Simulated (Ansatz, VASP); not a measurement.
# AgCl in VASP and in Ansatz

```xyz
2
Lattice="0.0000 2.8456 2.8456 2.8456 0.0000 2.8456 2.8456 2.8456 0.0000" Properties=species:S:1:pos:R:3 pbc="T T T"
Ag    0.0000    0.0000    0.0000
Cl    2.8456    2.8456    2.8456
```

Alike in both runs: functional PBE; k mesh 9 × 9 × 9; occupations fermi-dirac, width 0.02 eV; no spin polarisation.

Ansatz relaxed the structure, and its values are those at the end. VASP's run is a single point on that final structure, the one shown.

|  | VASP | Ansatz |
| --- | --- | --- |
| version | VASP 6.6.1 | Ansatz 0.2.0 |
| potentials or method | VASP PAW PBE potentials, release 64 (Ag, Cl), cutoff 520 eV | all-electron LAPW, non-relativistic |

VASP gave:

* gap on the k mesh at the Fermi level (eV): 0.98
* pressure (GPa): -1.7

Task: Which values does Ansatz return?

Result: gap on the k mesh at the Fermi level (eV): 1.72; pressure (GPa): 0.0.

One of these differences is far larger than is usual between the two programs; its cause wasn't traced. Ansatz ran all-electron here, and VASP with PAW potentials.
